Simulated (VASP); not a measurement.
## HgSb2: relaxation of cell and atoms with PBE

HgSb2:

```
Hg Sb
1.0
     0.00000    4.47754    4.47754
     4.47754    0.00000    4.47754
     4.47754    4.47754    0.00000
Hg Sb
2 4
Direct
  0.50000 0.50000 0.50000
  0.75000 0.75000 0.75000
  0.12500 0.12500 0.12500
  0.62500 0.12500 0.12500
  0.12500 0.12500 0.62500
  0.12500 0.62500 0.12500
```

| Item | Value |
| --- | --- |
| Program | VASP 6.6.1 |
| Task | relaxation of cell and atoms |
| Functional | PBE |
| Potentials or basis | VASP PAW PBE potentials, release 64 (Hg, Sb) |
| Cutoff | 600 eV |
| k mesh | 8 × 8 × 8 |
| Occupations | gaussian, width 0.1 eV |
| Spin | no spin polarisation |
| Dipole correction | no |
| Further INCAR settings | ALGO = Normal; EDIFF = 1e-06; IBRION = 2; EDIFFG = -0.01; NSW = 100; ISIF = 3 |

| Item | Value |
| --- | --- |
| Relaxed volume | 29.61 Å³/atom |
| Relaxed cell | a = 6.310 Å, b = 6.310 Å, c = 6.310 Å, α = 60.00°, β = 60.00°, γ = 60.00° |
| Space group after relaxing (to 0.05 Å) | Fd-3m (No. 227) |
| Energy gained by relaxing | 0.4 meV/atom |
| Ionic steps | 2 |
| Pressure after relaxing | 0.1 GPa |
| Band gap on the k mesh | zero (band 22 reaches 5.68 eV, above the bottom of band 23 at 4.81 eV) |

The path:
| step | energy change (eV) | largest force (eV/Å) | pressure (GPa) | volume (Å³) |
| --- | --- | --- | --- | --- |
| 1 | 0.0000 | 0.0000 | -0.39 | 179.54 |
| 2 | -0.0021 | 0.0000 | 0.05 | 177.64 |

Final structure:
```
Hg Sb
1.0
     0.00000    4.46174    4.46174
     4.46174    0.00000    4.46174
     4.46174    4.46174    0.00000
Hg Sb
2 4
Direct
  0.50000 0.50000 0.50000
  0.75000 0.75000 0.75000
  0.12500 0.12500 0.12500
  0.62500 0.12500 0.12500
  0.12500 0.12500 0.62500
  0.12500 0.62500 0.12500
```

Levels at points of the mesh, in eV from the Fermi level:
| k point | band 18 | band 19 | band 20 | band 21 | band 22 | band 23 | band 24 | band 25 | band 26 |
| --- | --- | --- | --- | --- | --- | --- | --- | --- | --- |
| (0.00, 0.00, 0.00) | -3.35 | -3.35 | -1.52 | -1.52 | -1.39 | 1.57 | 1.57 | 1.57 | 3.62 |
| (0.50, 0.00, 0.00) | -2.67 | -2.50 | -0.51 | -0.51 | -0.51 | -0.22 | -0.22 | 1.14 | 3.31 |
| (0.50, 0.50, 0.00) | -1.63 | -1.05 | -1.05 | -0.39 | -0.39 | 0.11 | 0.11 | 0.92 | 0.92 |

Run time: 3.6 min on 1 thread of Intel(R) Xeon(R) 6975P-C (Granite Rapids), on a shared host, peak memory 0.47 GiB.

Caveat: spin-orbit coupling is left out, which moves the levels of the heavy elements.
